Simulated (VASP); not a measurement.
Here is a VASP 6.6.1 calculation.

INCAR

```
SYSTEM = AgBr2
PREC     = Accurate       ! precision mode
ENCUT    = 520            ! plane-wave cutoff, eV
EDIFF    = 1E-7           ! SCF threshold, eV
ISMEAR   = 0              ! smearing method
SIGMA    = 0.1            ! smearing width, eV
LREAL    = .FALSE.        ! projectors in reciprocal space
LASPH    = .TRUE.         ! aspherical terms in the spheres
NELM     = 100            ! most SCF steps
ALGO     = Normal         ! electronic algorithm
ISIF     = 2              ! what is computed and relaxed
LWAVE    = .FALSE.        ! write WAVECAR
LCHARG   = .FALSE.        ! write CHGCAR
GGA      = PE             ! functional
NBANDS   = 20             ! bands
```

File KPOINTS:

```
Automatic mesh
0
G
  6 6 6
  0 0 0
```

Contents of POSCAR:

```
AgBr2
1.0
    0.0000000000      3.4410274354      3.4410274354
    3.4410274354      0.0000000000      3.4410274354
    3.4410274354      3.4410274354      0.0000000000
Ag Br
1 2
Direct
    0.0000000000      0.0000000000      0.0000000000
    0.2500000000      0.2500000000      0.2500000000
    0.7500000000      0.7500000000      0.7500000000
```

Potentials or basis: VASP PAW PBE potentials, release 64 (Ag, Br).

Run with:

```console
$ cat potpaw_PBE.64/Ag/POTCAR potpaw_PBE.64/Br/POTCAR > POTCAR
$ mpirun -np 1 vasp_std > vasp.out
```

Task: What does it give for the band gap on the k mesh?

Result: Zero (an odd number of electrons rules out a gap without spin polarisation).

Task: Predict the pressure.

Result: 0.0 GPa.

Caveat: the cell differs from its parent crystal (atoms taken out); an odd number of electrons without spin polarisation forces a metal; a magnetic or distorted state may lie lower.
